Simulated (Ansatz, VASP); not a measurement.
CdSe: VASP beside Ansatz

Contents of INCAR:

```
PREC     = Accurate       # precision mode
ENCUT    = 520            # plane-wave cutoff, eV
EDIFF    = 1E-7           # SCF threshold, eV
ISMEAR   = 0              # smearing method
SIGMA    = 0.05           # smearing width, eV
LREAL    = False          # projectors in reciprocal space
LASPH    = True           # aspherical terms in the spheres
NELM     = 60             # most SCF steps
ALGO     = Normal         # electronic algorithm
ISIF     = 2              # what is computed and relaxed
LWAVE    = False          # write WAVECAR
LCHARG   = True           # write CHGCAR
GGA      = PS             # functional
LELF     = True           # ELF
LVHAR    = True         
NBANDS   = 16             # bands
```

File KPOINTS:

```
regular mesh
0
Gamma
  10 10 10
```

The input POSCAR:

```
CdSe
1.0
    0.0000000000      3.1882338104      3.1882338104
    3.1882338104      0.0000000000      3.1882338104
    3.1044895356      3.1044895356      0.0837442748
Cd Se
1 1
Direct
    0.0000000000      0.0000000000      0.0000000000
    0.7500000000      0.7500000000      0.7500000000
```

Input for Ansatz:

```yaml
crystal:
  lattice:
    - [0.0, 3.1882338104, 3.1882338104]
    - [3.1882338104, 0.0, 3.1882338104]
    - [3.1044895356, 3.1044895356, 0.0837442748]
  atoms:
    - { symbol: Cd, position: [0.0, 0.0, 0.0] }
    - { symbol: Se, position: [0.75, 0.75, 0.75] }
basis:
  ecutwfc: 420
kpoints:
  mp_grid: { grid: [10, 10, 10] }
hamiltonian:
  xc: pbesol
scf:
  occupations: { method: gaussian, width: 0.05 }
output:
  forces: true
  stress: true
  eigenvalues: true
  write_density: true
  write_potential: true
  elf: true
  volumetric_format: npy
```

Alike in both runs: task single point; functional PBEsol; k mesh 10 × 10 × 10; occupations gaussian, width 0.05 eV; no spin polarisation.

```csv
,VASP,Ansatz
version,VASP 6.6.1,Ansatz 0.2.0
potentials or method,"VASP PAW PBE potentials, release 64 (Cd, Se), cutoff 520 eV","scalar-relativistic, plane waves, PAW"
valence electrons in the cell,18,36
```

|  | VASP | Ansatz | Ansatz less VASP |
| --- | --- | --- | --- |
| gap on the k mesh at the Fermi level (eV) | 0.31 | 0.31 | +0.001 |
| least direct gap on the mesh (eV) | 0.31 | 0.31 | +0.001 |
| pressure (GPa) | -3.8 | -4.1 | -0.22 |
| traceless stress, the component that is largest in VASP (GPa) | 0.87 | 0.84 | -0.024 |
| rms of the force components (eV/Å) | 0.104 | 0.098 | -0.0060 |

VASP's potentials were made for PBE, not for PBEsol. Atom by atom the forces differ by 0.006 eV/Å (rms over components). With one functional, cell and mesh, what is left measures potentials, basis and numerics. VASP's potentials hold 18 valence electrons a cell and Ansatz's 36, so a difference there can come from the potentials and not from the codes.
